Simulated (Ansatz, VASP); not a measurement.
# Ge in VASP and in Ansatz

```xyz
2
Lattice="1.5300 -2.6678 0.0000 1.5300 2.6678 0.0000 0.0000 0.0000 4.4720" Properties=species:S:1:pos:R:3 pbc="T T T"
Ge    1.5300   -0.8887    1.1180
Ge    1.5300    0.8887    3.3540
```

Alike in both runs: task single point; functional LDA; k mesh 20 × 20 × 12; occupations gaussian, width 0.15 eV; no spin polarisation.

|  | VASP | Ansatz |
| --- | --- | --- |
| version | VASP 6.6.1 | Ansatz 0.2.0 |
| potentials or method | VASP PAW LDA potentials, release 64 (Ge_d), cutoff 520 eV | scalar-relativistic, plane waves, PAW |
| valence electrons in the cell | 28 | 28 |

```tsv
	VASP	Ansatz	Ansatz less VASP
gap on the k mesh at the Fermi level (eV)	none	none	-
pressure (GPa)	-0.9	-0.8	+0.10
traceless stress, the component that is largest in VASP (GPa)	2.08	2.11	+0.031
rms of the force components (eV/Å)	0.004	0.004	0.0000
```

LDA's correlation is that of Perdew and Zunger in VASP and of Perdew and Wang (1992) in Ansatz. Atom by atom the forces differ by 0.000 eV/Å (rms over components). A gap of «none» marks a metal or a gap that the smearing closes.
